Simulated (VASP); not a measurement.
# Ir (Im-3m) in VASP: a series of runs

The runs below take Ir through single point, relaxation of cell and atoms, with PBE.

Program: VASP 6.6.1. These are calculated values, not measurements. Logs are shortened: lines on timing, memory, paths and dates and some standing lists are left out, and cuts for length are marked.

### 1 The cell of the first run

It takes space group Im-3m (No. 229, cubic). The conventional cell has a = 3.110 Å, b = 3.110 Å, c = 3.110 Å, α = 90.00°, β = 90.00°, γ = 90.00°. Ir (site symmetry m-3m) has 14 Ir at 2.69 to 3.11 Å within 3.6 Å.

### 2 Single point, PBE

The input, INCAR:

```
ALGO = Normal
EDIFF = 1E-6
ENCUT = 520
GGA = PE
ISIF = 2
ISMEAR = -1
LASPH = T
LCHARG = F
LREAL = F
LWAVE = F
NBANDS = 10
NELM = 100
PREC = Accurate
SIGMA = 0.05
```

The input, KPOINTS:

```
k-points
0
Gamma
  17 17 17
```

The input, POSCAR:

```
Ir
1.0
   -1.5551939350      1.5551939350      1.5551939350
    1.5551939350     -1.5551939350      1.5551939350
    1.5551939350      1.5551939350     -1.5551939350
Ir
1
Direct
    0.0000000000      0.0000000000      0.0000000000
```

Potentials or basis: VASP PAW PBE potentials, release 64 (Ir).

Command:

```console
$ cat potpaw_PBE.64/Ir/POTCAR > POTCAR
$ mpirun -np 1 vasp_std > vasp.out
```

OUTCAR:

```text
EDIFF = 1E-6
   ENCUT = 520
   GGA = PE
   ISIF = 2
   ISMEAR = -1
   LASPH = T
   LREAL = F
   NELM = 100
   PREC = Accurate

 ion  position               nearest neighbor table
   1  0.000  0.000  0.000-

  LATTYP: Found a body centered cubic cell.
 ALAT       =     3.1103878700

  Lattice vectors:

 A1 = (  -1.5551939350,   1.5551939350,   1.5551939350)
 A2 = (   1.5551939350,  -1.5551939350,   1.5551939350)
 A3 = (   1.5551939350,   1.5551939350,  -1.5551939350)

Analysis of symmetry for initial positions (statically):
=====================================================================
 Subroutine PRICEL returns:
 Original cell was already a primitive cell.

 Routine SETGRP: Setting up the symmetry group for a
 body centered cubic supercell.

 Subroutine GETGRP returns: Found 48 space group operations
 (whereof 48 operations were pure point group operations)
 out of a pool of 48 trial point group operations.

The static configuration has the point symmetry O_h .

Analysis of symmetry for dynamics (positions and initial velocities):
=====================================================================
 Subroutine PRICEL returns:
 Original cell was already a primitive cell.

 Routine SETGRP: Setting up the symmetry group for a
 body centered cubic supercell.

 Subroutine GETGRP returns: Found 48 space group operations
 (whereof 48 operations were pure point group operations)
 out of a pool of 48 trial point group operations.

The dynamic configuration has the point symmetry O_h .

 Subroutine INISYM returns: Found 48 space group operations
 (whereof 48 operations are pure point group operations),
 and found     1 'primitive' translations

----------------------------------------------------------------------------------------

                                     Primitive cell

  volume of cell :      15.0457

  direct lattice vectors                    reciprocal lattice vectors
    -1.555193935  1.555193935  1.555193935     0.000000000  0.321503311  0.321503311
     1.555193935 -1.555193935  1.555193935     0.321503311  0.000000000  0.321503311
     1.555193935  1.555193935 -1.555193935     0.321503311  0.321503311  0.000000000

  length of vectors
     2.693674911  2.693674911  2.693674911     0.454674343  0.454674343  0.454674343

[... 74 lines left out ...]
   LSORBIT =      F    spin-orbit coupling
   LASPH  =      T    aspherical Exc in radial PAW
   ENCUT  =  520.0 eV  38.22 Ry    6.18 a.u.   5.01  5.01  5.01*2*pi/ulx,y,z
   NELM   =    100;   NELMIN=  2; NELMDL= -5     # of ELM steps
   EDIFF  = 0.1E-05   stopping-criterion for ELM
   LREAL  =      F    real-space projection
   EDIFFG = 0.1E-04   stopping-criterion for IOM
   NSW    =      0    number of steps for IOM
   IBRION =     -1    ionic relax: 0-MD 1-quasi-New 2-CG
   NFREE  =      0    steps in history (QN), initial steepest desc. (CG)
   ISIF   =      2    stress and relaxation
   ISYM   =      2    0-nonsym 1-usesym 2-fastsym
   POTIM  = 0.5000    time-step for ionic-motion
   TEBEG  =    0.0;   TEEND  =   0.0 temperature during run
   PSTRESS=    0.0 pullay stress
   NELECT =       9.0000    total number of electrons
   NUPDOWN=      -1.0000    fix difference up-down
   EMIN   =  10.00;   EMAX   =-10.00  energy-range for DOS
   EFERMI =   0.00;   METHOD = LEGACY
   ISMEAR =    -1;   SIGMA  =   0.05  broadening in eV -4-tet -1-fermi 0-gaus
   EFERMI_NEDOS =   21; number of points for ismear=-14 and -15
   IALGO  =     38    algorithm
   IMIX   =      4    mixing-type and parameters
     AMIX     =   0.40;   BMIX     =  1.00
     AMIX_MAG =   1.60;   BMIX_MAG =  1.00
  volume/ion in A,a.u.               =      15.05       101.53
  Fermi-wavevector in a.u.,A,eV,Ry     =   1.379382  2.606653 25.887721  1.902694
  Thomas-Fermi vector in A             =   2.504356
   LORBIT       =      0    0 simple, 1 ext, 2 COOP (PROOUT), +10 PAW based schemes
   GGA     = PE    functional components
   LHFCALC =     F    Hartree Fock is set to
   AEXX    =    0.0000 exact exchange contribution
   IVDW    =     0    specifies the selected vdW correction
   LEPSILON=     F    determine dielectric tensor
   LRPA    =     F    only Hartree local field effects (RPA)
 non-spin polarized calculation
  energy-cutoff  :      520.00
  volume of cell :       15.05
 maximum number of plane-waves:       420
   NGX =  9   NGY =  9   NGZ =  9

 number of electron       9.0000002 magnetization

 Free energy of the ion-electron system (eV)
  ---------------------------------------------------
  ext. energy  EPLUGINS =         0.00000000
  ---------------------------------------------------
  free energy    TOTEN  =        -8.22830341 eV

  energy without entropy =       -8.20577531  energy(sigma->0) =       -8.21703936

 E-fermi :   9.1468     XC(G=0): -13.6047

 val. band max:        9.1441385081   @ k =   0.2941   0.1765   0.1176
 cond. band min:       9.1477936591   @ k =   0.3529   0.2941   0.0000
 fundamental gap:      0.0036551510
 Fermi energy:         9.1467530869

 k-point     1 :       0.0000    0.0000    0.0000
  band No.  band energies     occupation
      1      -1.0880      2.00000
      2       5.7449      2.00000
      3       5.7449      2.00000
      4       5.7449      2.00000
      5       8.6489      1.99991
      6       8.6489      1.99991
      7      26.0808      0.00000
      8      26.0808      0.00000
      9      26.0808      0.00000
     10      36.5697      0.00000
[... 287 lines left out ...]
 k-point    24 :       0.1765    0.1765    0.0000
  band No.  band energies     occupation
      1       2.1016      2.00000
      2       4.8528      2.00000
      3       4.9686      2.00000
      4       7.9118      2.00000
      5       9.0206      1.85156
      6       9.4808      0.00251
      7      23.1277      0.00000
      8      24.9100      0.00000
      9      27.6360      0.00000
     10      29.2869      0.00000

 [... further k-points ...]
[... 5 lines left out ...]
  --------------------------------------------------------------------------------------
  -------------------------------------------------------------------------------------
  Total        0.0399973      0.0399973      0.0399973      0.0000000     -0.0000000      0.0000000
  in kB        4.2591920      4.2591920      4.2591920      0.0000000     -0.0000000      0.0000000
  external PRESSURE =       4.2591920 kB  Pullay stress =       0.0000000 kB

 VOLUME and BASIS-vectors are now :
 -----------------------------------------------------------------------------
  energy-cutoff  :      520.00
  volume of cell :       15.05
      direct lattice vectors                 reciprocal lattice vectors
    -1.555193935  1.555193935  1.555193935     0.000000000  0.321503311  0.321503311
     1.555193935 -1.555193935  1.555193935     0.321503311  0.000000000  0.321503311
     1.555193935  1.555193935 -1.555193935     0.321503311  0.321503311  0.000000000

 POSITION                                       TOTAL-FORCE (eV/Angst)
 -----------------------------------------------------------------------------------
      0.00000      0.00000      0.00000         0.000000      0.000000      0.000000
 -----------------------------------------------------------------------------------
    total drift:                                0.000000      0.000000      0.000000

  FREE ENERGIE OF THE ION-ELECTRON SYSTEM (eV)
  ---------------------------------------------------
  free  energy   TOTEN  =        -8.2283034085 eV

  energy  without entropy=       -8.2057753127  energy(sigma->0) =       -8.21703936
```

Wall time 9.1 s (1 thread of Intel Xeon 6975P-C, shared host); peak memory 0.14 GiB.

Results:

* Free energy: -8.2283 eV
* Pressure: 0.4 GPa

Levels at points of the mesh, in eV from the Fermi level:
| k point | band 2 | band 3 | band 4 | band 5 | band 6 | band 7 |
| --- | --- | --- | --- | --- | --- | --- |
| (0.00, 0.00, 0.00) | -3.40 | -3.40 | -3.40 | -0.50 | -0.50 | 16.93 |

Caveat: spin-orbit coupling is left out, which moves the levels of the heavy elements.

### 3 Single point, PBE

The input, INCAR:

```
SYSTEM = Ir
PREC = Accurate ; ENCUT = 520
EDIFF = 1E-6 ; ISMEAR = -1
SIGMA = 0.05 ; LREAL = .False.
LASPH = .True. ; NELM = 80
ALGO = Normal ; ISIF = 2
LWAVE = .False. ; LCHARG = .True.
GGA = PE ; LELF = .True.
LVHAR = .True. ; NBANDS = 10
```

The input, KPOINTS:

```
Automatic mesh
0
Gamma
  17 17 17
  0 0 0
```

POSCAR is that of step 2.

Potentials or basis: VASP PAW PBE potentials, release 64 (Ir).

Command:

```console
$ cat potpaw_PBE.64/Ir/POTCAR > POTCAR
$ mpirun -np 1 vasp_std > vasp.out
```

Wall time 9.2 s (1 thread of Intel Xeon 6975P-C, shared host); peak memory 0.14 GiB.

Results (log left out):

- Free energy: -8.2283 eV
- Pressure: 0.4 GPa

Levels at points of the mesh, in eV from the Fermi level:
```csv
k point,band 1,band 2,band 3,band 4,band 5,band 6,band 7,band 8,band 9
"(0.00, 0.00, 0.00)",-10.23,-3.40,-3.40,-3.40,-0.50,-0.50,16.93,16.93,16.93
```

Caveat: spin-orbit coupling is left out, which moves the levels of the heavy elements.

### 4 Relaxation of cell and atoms, PBE

This run uses another cell than the first one, of 14.51 Å³/atom, 0.964 times its volume.

The input, INCAR:

```
SYSTEM = Ir
PREC = Accurate ; ENCUT = 600
EDIFF = 1E-7 ; ISMEAR = -1
SIGMA = 0.05 ; LREAL = .False.
LASPH = .True. ; NELM = 60
ALGO = Normal ; ISIF = 3
LWAVE = .False. ; LCHARG = .False.
GGA = PE ; IBRION = 2
NSW = 60 ; EDIFFG = -0.005
```

The input, KPOINTS:

```
regular mesh
0
Gamma
  17 17 17
  0 0 0
```

The input, POSCAR:

```
Ir
1.0
   -1.5364055710      1.5364055710      1.5364055710
    1.5364055710     -1.5364055710      1.5364055710
    1.5364055710      1.5364055710     -1.5364055710
Ir
1
Direct
    0.0000000000      0.0000000000      0.0000000000
```

Command:

```console
$ cat potpaw_PBE.64/Ir/POTCAR > POTCAR
$ mpirun -np 1 vasp_std > vasp.out
```

Run time: 30 s. Hardware: 1 thread of Intel Xeon 6975P-C, shared host; peak memory 0.17 GiB.

Results (log left out):

```yaml
Free_energy: -8.2285 eV
Relaxed_volume: 15.07 Å³/atom
Relaxed_cell: a = 2.695 Å, b = 2.695 Å, c = 2.695 Å, α = 109.47°, β = 109.47°, γ = 109.47°
Space_group_after_relaxing_to_0.05_Å: Im-3m (No. 229)
Energy_gained_by_relaxing: 21.9 meV/atom
Ionic_steps: 4
Pressure_after_relaxing: 0.0 GPa
```

The path:
```csv
step,energy change (eV),largest force (eV/Å),pressure (GPa),volume (Å³)
1,0.0000,0.0000,12.97,14.51
2,0.1837,0.0000,-28.21,17.11
3,-0.0218,0.0000,-0.66,15.10
4,-0.0219,0.0000,-0.05,15.07
```

Final structure:
```
Ir
1.0
    -1.55611    1.55611    1.55611
     1.55611   -1.55611    1.55611
     1.55611    1.55611   -1.55611
Ir
1
Cartesian
  0.0000 0.0000 0.0000
```

Levels at points of the mesh, in eV from the Fermi level:
| k point | band 1 | band 2 | band 3 | band 4 | band 5 | band 6 | band 7 | band 8 |
| --- | --- | --- | --- | --- | --- | --- | --- | --- |
| (0.00, 0.00, 0.00) | -10.22 | -3.39 | -3.39 | -3.39 | -0.50 | -0.50 | 16.93 | 16.93 |

Caveat: spin-orbit coupling is left out, which moves the levels of the heavy elements.

### 5 Single point, PBE (volume scaled by 0.43)

The input, INCAR:

```
SYSTEM = Ir
ALGO     = Normal         ! electronic algorithm
EDIFF    = 1E-6           ! SCF threshold, eV
ENCUT    = 520            ! plane-wave cutoff, eV
GGA      = PE             ! functional
ISIF     = 2              ! what is computed and relaxed
ISMEAR   = -1             ! smearing method
LASPH    = .TRUE.         ! aspherical terms in the spheres
LCHARG   = .TRUE.         ! write CHGCAR
LELF     = .TRUE.         ! ELF
LREAL    = .FALSE.        ! projectors in reciprocal space
LVHAR    = .TRUE.       
LWAVE    = .FALSE.        ! write WAVECAR
NBANDS   = 10             ! bands
NELM     = 80             ! most SCF steps
PREC     = Accurate       ! precision mode
SIGMA    = 0.05           ! smearing width, eV
```

The input, KPOINTS:

```
k-points
0
G
  17 17 17
  0 0 0
```

The input, POSCAR:

```
Ir
1.0
   -1.1738358590      1.1738358590      1.1738358590
    1.1738358590     -1.1738358590      1.1738358590
    1.1738358590      1.1738358590     -1.1738358590
Ir
1
Direct
    0.0000000000      0.0000000000      0.0000000000
```

Potentials or basis: VASP PAW PBE potentials, release 64 (Ir).

Command:

```console
$ cat potpaw_PBE.64/Ir/POTCAR > POTCAR
$ mpirun -np 1 vasp_std > vasp.out
```

OUTCAR:

```text
SYSTEM = Ir
   EDIFF = 1E-6
   ENCUT = 520
   GGA = PE
   ISIF = 2
   ISMEAR = -1
   LASPH = .TRUE.
   LREAL = .FALSE.
   NELM = 80
   PREC = Accurate

 ion  position               nearest neighbor table
   1  0.000  0.000  0.000-

  LATTYP: Found a body centered cubic cell.
 ALAT       =     2.3476717180

  Lattice vectors:

 A1 = (  -1.1738358590,   1.1738358590,   1.1738358590)
 A2 = (   1.1738358590,  -1.1738358590,   1.1738358590)
 A3 = (   1.1738358590,   1.1738358590,  -1.1738358590)

Analysis of symmetry for initial positions (statically):
[... 480 lines left out ...]
      3      18.9353      2.00000
      4      23.4997      2.00000
      5      28.5513      2.00000
      6      31.2528      0.00000
      7      48.7585      0.00000
      8      50.1131      0.00000
      9      55.2886      0.00000
     10      55.8972      0.00000

 [... further k-points ...]
[... 5 lines left out ...]
  --------------------------------------------------------------------------------------
  -------------------------------------------------------------------------------------
  Total       73.1174685     73.1174685     73.1174685      0.0000000      0.0000000     -0.0000000
  in kB    18107.1300442  18107.1300442  18107.1300442      0.0000000      0.0000000     -0.0000000
  external PRESSURE =   18107.1300442 kB  Pullay stress =       0.0000000 kB

 VOLUME and BASIS-vectors are now :
 -----------------------------------------------------------------------------
  energy-cutoff  :      520.00
  volume of cell :        6.47
      direct lattice vectors                 reciprocal lattice vectors
    -1.173835859  1.173835859  1.173835859     0.000000000  0.425953932  0.425953932
     1.173835859 -1.173835859  1.173835859     0.425953932  0.000000000  0.425953932
     1.173835859  1.173835859 -1.173835859     0.425953932  0.425953932  0.000000000

 POSITION                                       TOTAL-FORCE (eV/Angst)
 -----------------------------------------------------------------------------------
      0.00000      0.00000      0.00000        -0.000000     -0.000000      0.000000
 -----------------------------------------------------------------------------------
    total drift:                               -0.000000     -0.000000      0.000000

  FREE ENERGIE OF THE ION-ELECTRON SYSTEM (eV)
  ---------------------------------------------------
  free  energy   TOTEN  =        14.9350625482 eV

  energy  without entropy=       14.9413387196  energy(sigma->0) =       14.93820063
```

It took 24 s on 1 thread of AMD EPYC 7R13, shared host; peak memory 0.1 GiB.

The run converged, but its numbers aren't listed here, since they failed a check.

Caveat: the cell differs from its parent crystal (volume scaled by 0.43); spin-orbit coupling is left out, which moves the levels of the heavy elements.

### 6 Single point, PBE (volume scaled by 0.43, ecut 600)

The input, INCAR:

```
PREC = Accurate ; ENCUT = 520
EDIFF = 1E-6 ; ISMEAR = -1
SIGMA = 0.05 ; LREAL = False
LASPH = True ; NELM = 60
ALGO = Normal ; ISIF = 2
LWAVE = False ; LCHARG = False
GGA = PE ; NBANDS = 10
```

The input, KPOINTS:

```
Automatic mesh
0
Gamma
  17 17 17
```

POSCAR is that of step 5.

Potentials or basis: VASP PAW PBE potentials, release 64 (Ir).

Command:

```console
$ cat potpaw_PBE.64/Ir/POTCAR > POTCAR
$ mpirun -np 1 vasp_std > vasp.out
```

OUTCAR:

```text
PREC = Accurate
   ENCUT = 520
   EDIFF = 1E-6
   ISMEAR = -1
   LREAL = False
   LASPH = True
   NELM = 60
   ISIF = 2
   GGA = PE

 ion  position               nearest neighbor table
   1  0.000  0.000  0.000-

  LATTYP: Found a body centered cubic cell.
 ALAT       =     2.3476717180

  Lattice vectors:

 A1 = (  -1.1738358590,   1.1738358590,   1.1738358590)
 A2 = (   1.1738358590,  -1.1738358590,   1.1738358590)
 A3 = (   1.1738358590,   1.1738358590,  -1.1738358590)

Analysis of symmetry for initial positions (statically):
=====================================================================
 Subroutine PRICEL returns:
 Original cell was already a primitive cell.

 Routine SETGRP: Setting up the symmetry group for a
 body centered cubic supercell.

 Subroutine GETGRP returns: Found 48 space group operations
 (whereof 48 operations were pure point group operations)
 out of a pool of 48 trial point group operations.

The static configuration has the point symmetry O_h .

Analysis of symmetry for dynamics (positions and initial velocities):
[... 153 lines left out ...]

  energy without entropy =       14.94133872  energy(sigma->0) =       14.93820063

 E-fermi :  29.3555     XC(G=0): -18.9724

 val. band max:       29.3287816679   @ k =   0.2353   0.2353   0.1176
 cond. band min:      29.3691775416   @ k =   0.3529   0.0588   0.0000
 fundamental gap:      0.0403958737
 Fermi energy:        29.3554682040

 k-point     1 :       0.0000    0.0000    0.0000
  band No.  band energies     occupation
      1      10.5847      2.00000
      2      18.0568      2.00000
      3      18.0568      2.00000
      4      18.0568      2.00000
      5      25.9144      2.00000
      6      25.9144      2.00000
      7      43.5071      0.00000
      8      43.5071      0.00000
      9      43.5071      0.00000
     10      54.7925      0.00000
[... 287 lines left out ...]
 k-point    24 :       0.1765    0.1765    0.0000
  band No.  band energies     occupation
      1      12.9757      2.00000
      2      15.0716      2.00000
      3      18.9353      2.00000
      4      23.4997      2.00000
      5      28.5513      2.00000
      6      31.2528      0.00000
      7      48.7585      0.00000
      8      50.1131      0.00000
      9      55.2886      0.00000
     10      55.8972      0.00000

 [... further k-points ...]
[... 5 lines left out ...]
  --------------------------------------------------------------------------------------
  -------------------------------------------------------------------------------------
  Total       73.1174685     73.1174685     73.1174685      0.0000000      0.0000000     -0.0000000
  in kB    18107.1300442  18107.1300442  18107.1300442      0.0000000      0.0000000     -0.0000000
  external PRESSURE =   18107.1300442 kB  Pullay stress =       0.0000000 kB

 VOLUME and BASIS-vectors are now :
 -----------------------------------------------------------------------------
  energy-cutoff  :      520.00
  volume of cell :        6.47
      direct lattice vectors                 reciprocal lattice vectors
    -1.173835859  1.173835859  1.173835859     0.000000000  0.425953932  0.425953932
     1.173835859 -1.173835859  1.173835859     0.425953932  0.000000000  0.425953932
     1.173835859  1.173835859 -1.173835859     0.425953932  0.425953932  0.000000000

 POSITION                                       TOTAL-FORCE (eV/Angst)
 -----------------------------------------------------------------------------------
      0.00000      0.00000      0.00000        -0.000000     -0.000000      0.000000
 -----------------------------------------------------------------------------------
    total drift:                               -0.000000     -0.000000      0.000000

  FREE ENERGIE OF THE ION-ELECTRON SYSTEM (eV)
  ---------------------------------------------------
  free  energy   TOTEN  =        14.9350625482 eV

  energy  without entropy=       14.9413387196  energy(sigma->0) =       14.93820063
```

stdout:

```text
POSCAR found type information on POSCAR Ir
 POSCAR found :  1 types and       1 ions
 scaLAPACK will be used
 LDA part: xc-table for (Slater+PW92), standard interpolation
 POSCAR, INCAR and KPOINTS ok, starting setup
 FFT: planning ... GRIDC
 FFT: planning ... GRID_SOFT
 FFT: planning ... GRID
 WAVECAR not read
 entering main loop
```

Run time: 22 s. Hardware: 1 thread of AMD EPYC 7R13, shared host; peak memory 0.1 GiB.

The run converged, but its numbers aren't listed here, since they failed a check.

Caveat: the cell differs from its parent crystal (volume scaled by 0.43, ecut 600); spin-orbit coupling is left out, which moves the levels of the heavy elements.
